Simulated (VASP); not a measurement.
Tl, 2 atoms in the cell. Symmetry: P6_3/mmc, No. 194, hexagonal system. Conventional cell: a = 3.401 Å, b = 3.401 Å, c = 5.443 Å, α = 90.00°, β = 90.00°, γ = 120.00°. Tl (site symmetry -6m2) has 12 Tl at 3.36 to 3.40 Å within 4.4 Å. 

```yaml
Program: VASP 6.6.1
Task: single point
Functional: LDA
Potentials_or_basis: VASP PAW LDA potentials, release 64 (Tl_d)
Cutoff: 520 eV
k_mesh: 11 × 11 × 6
Occupations: fermi-dirac, width 0.1 eV
Spin: no spin polarisation
Dipole_correction: no
Further_INCAR_settings: ALGO = Normal; EDIFF = 1e-06; NBANDS = 20
```

Potentials or basis: VASP PAW LDA potentials, release 64 (Tl_d).

Command:

```sh
$ cat potpaw_LDA.64/Tl_d/POTCAR > POTCAR
$ mpirun -np 1 vasp_std > vasp.out
```

Hardware: 1 thread of Intel(R) Xeon(R) Platinum 8375C CPU @ 2.90GHz (Ice Lake), with other jobs on the host.

Task: How long does it take, and how much memory?

Result: Wall time 33 s on 1 thread of Intel(R) Xeon(R) Platinum 8375C CPU @ 2.90GHz (Ice Lake) (shared host), peak memory 0.19 GiB. Counts: scf iterations 10, k points 64.
